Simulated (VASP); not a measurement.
Wanted: the native input for a VASP 6.6.1 run.

```
Task                   : single point
Functional             : revPBE
Potentials or basis    : VASP PAW PBE potentials, release 64 (Y_sv)
Cutoff                 : 520 eV
k mesh                 : 8 × 8 × 5
Occupations            : fermi-dirac, width 0.05 eV
Spin                   : no spin polarisation
Dipole correction      : no
Further INCAR settings : ALGO = Normal; EDIFF = 1e-07; NBANDS = 18
```

The structure of Y lies in POSCAR:

```
Y
1.0
    3.6857112657      0.0000000000      0.0000000000
   -1.8428556329      3.1919195871      0.0000000000
    0.0000000000      0.0000000000      5.7529002984
Y
2
Direct
    0.6666666667      0.3333333333      0.7500000000
    0.3333333333      0.6666666667      0.2500000000
```

The input as run:

INCAR

```
PREC = Accurate
ENCUT = 520
EDIFF = 1E-7
ISMEAR = -1
SIGMA = 0.05
LREAL = F
LASPH = T
NELM = 60
ALGO = Normal
ISIF = 2
LWAVE = F
LCHARG = F
GGA = RE
NBANDS = 18
```

KPOINTS

```
Automatic mesh
0
Gamma
  8 8 5
```

Potentials or basis: VASP PAW PBE potentials, release 64 (Y_sv).

Run with:

```console
$ cat potpaw_PBE.64/Y_sv/POTCAR > POTCAR
$ mpirun -np 1 vasp_std > vasp.out
```

It gave:

| Item | Value |
| --- | --- |
| Pressure | -0.1 GPa |
| Band gap on the k mesh | zero (bands 11 and 12 overlap by 1.29 eV) |

Caveat: the PAW data sets were made with another functional, which shifts forces and pressure a little.

Run time: 29 s on 1 thread of Intel(R) Xeon(R) Platinum 8488C (Sapphire Rapids) (shared host), peak memory 0.21 GiB.
